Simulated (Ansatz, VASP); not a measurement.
# Al3P2: VASP beside Ansatz

Contents of INCAR:

```
SYSTEM = Al3P2
PREC = Accurate ; ENCUT = 520
EDIFF = 1E-7 ; ISMEAR = 0
SIGMA = 0.1 ; LREAL = .FALSE.
LASPH = .TRUE. ; NELM = 60
ALGO = Normal ; ISIF = 2
LWAVE = .FALSE. ; LCHARG = .FALSE.
GGA = PE ; NBANDS = 18
```

File KPOINTS:

```
regular mesh
0
G
  6 6 6
  0 0 0
```

Contents of POSCAR:

```
Al3P2
1.0
    1.7392064400      1.0041313100      8.0141464900
   -1.7392064400      1.0041313100      8.0141464900
    0.0000000000     -2.0082626100      8.0141464900
Al P
3 2
Direct
    0.0000000000      0.0000000000      0.0000000000
    0.2117000100      0.2117000100      0.2117000100
    0.7882999900      0.7882999900      0.7882999900
    0.4007999900      0.4007999900      0.4007999900
    0.5992000100      0.5992000100      0.5992000100
```

Input for Ansatz:

```yaml
crystal:
  lattice:
    - [1.73920644, 1.00413131, 8.01414649]
    - [-1.73920644, 1.00413131, 8.01414649]
    - [0.0, -2.00826261, 8.01414649]
  atoms:
    - { symbol: Al, position: [0.0, 0.0, 0.0] }
    - { symbol: Al, position: [0.21170001, 0.21170001, 0.21170001] }
    - { symbol: Al, position: [0.78829999, 0.78829999, 0.78829999] }
    - { symbol: P, position: [0.40079999, 0.40079999, 0.40079999] }
    - { symbol: P, position: [0.59920001, 0.59920001, 0.59920001] }
basis:
  ecutwfc: 420
kpoints:
  mp_grid: { grid: [6, 6, 6] }
hamiltonian:
  xc: pbe
scf:
  occupations: { method: gaussian, width: 0.1 }
  lower_state_search: "off"
output:
  forces: true
  stress: true
  eigenvalues: true
```

Change from the starting cell: species swapped into the Bi2Se3 type (R-3m, No. 166).

Alike in both runs: task single point; functional PBE; k mesh 6 × 6 × 6; occupations gaussian, width 0.1 eV; no spin polarisation.

|  | VASP | Ansatz |
| --- | --- | --- |
| version | VASP 6.6.1 | Ansatz 0.2.0 |
| potentials or method | VASP PAW PBE potentials, release 64 (Al, P), cutoff 520 eV | scalar-relativistic, plane waves, PAW |
| valence electrons in the cell | 19 | 19 |

|  | VASP | Ansatz | Ansatz less VASP |
| --- | --- | --- | --- |
| gap on the k mesh at the Fermi level (eV) | none | none | - |
| pressure (GPa) | 4.1 | 4.2 | +0.09 |
| traceless stress, the component that is largest in VASP (GPa) | -6.70 | -6.69 | +0.004 |
| rms of the force components (eV/Å) | 0.347 | 0.350 | +0.0028 |

Atom by atom the forces differ by 0.003 eV/Å (rms over components). A gap of «none» marks a metal or a gap that the smearing closes.
